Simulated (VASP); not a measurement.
A run of VASP 6.6.1:

INCAR

```
SYSTEM = W
PREC = Accurate
ENCUT = 520
EDIFF = 1E-7
ISMEAR = 0
SIGMA = 0.05
LREAL = .False.
LASPH = .True.
NELM = 150
ALGO = Normal
ISIF = 2
LWAVE = .False.
LCHARG = .False.
ISPIN = 2
MAGMOM = 1.5 1.5
LORBIT = 11
LMAXMIX = 4
GGA = PE
NBANDS = 25
```

File KPOINTS:

```
Automatic mesh
0
Gamma
  1 1 24
  0 0 0
```

POSCAR

```
W
1.0
   11.2000000000      0.0000000000      0.0000000000
    0.0000000000      9.3000000000      0.0000000000
    0.0000000000      0.0000000000      2.4745510336
W
2
Direct
    0.4001672148      0.5000000000      0.0000000000
    0.5998327852      0.5000000000      0.5000000000
```

Potentials or basis: VASP PAW PBE potentials, release 64 (W_sv).

Command:

```console
$ cat potpaw_PBE.64/W_sv/POTCAR > POTCAR
$ mpirun -np 1 vasp_std > vasp.out
```

Hardware: 1 thread of Intel(R) Xeon(R) Platinum 8259CL CPU @ 2.50GHz (Skylake/Cascade Lake) (shared host).

How long does it take, and how much memory?

Wall time 3.5 min on 1 thread of Intel(R) Xeon(R) Platinum 8259CL CPU @ 2.50GHz (Skylake/Cascade Lake), with other jobs on the host, peak memory 0.46 GiB. Counts: scf iterations 27, k points 13.
